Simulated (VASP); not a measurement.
Here is a VASP 6.6.1 calculation.

INCAR

```
  PREC = Accurate
  ENCUT = 500
  EDIFF = 1E-6
  ISMEAR = 0
  SIGMA = 0.01
  LREAL = F
  LASPH = T
  NELM = 120
  ALGO = Normal
  ISIF = 2
  LWAVE = F
  LCHARG = F
  GGA = PS
  NBANDS = 11
  GGA_COMPAT = F
```

KPOINTS

```
Automatic mesh
0
Gamma
  12 12 12
```

The input POSCAR:

```
BP
1.0
    0.0000000000      2.1124788745      2.1124788745
    2.1124788745      0.0000000000      2.1124788745
    2.1124788745      2.1124788745      0.0000000000
B P
1 1
Direct
    0.0000000000      0.0000000000      0.0000000000
    0.7500000000      0.7500000000      0.7500000000
```

Potentials or basis: VASP PAW PBE potentials, release 64 (B, P).

Command:

```sh
$ cat potpaw_PBE.64/B/POTCAR potpaw_PBE.64/P/POTCAR > POTCAR
$ mpirun -np 1 vasp_std > vasp.out
```

Task: Estimate the pressure.

Result: 50.1 GPa.

Task: Estimate the band gap on the k mesh.

Result: 0.78 eV (least direct gap 3.80 eV).

Caveat: the cell stands under pressure; semilocal functionals underestimate gaps, and a narrow one can read as zero; the PAW data sets were made with another functional, which shifts forces and pressure a little. A k mesh can miss the band edges.
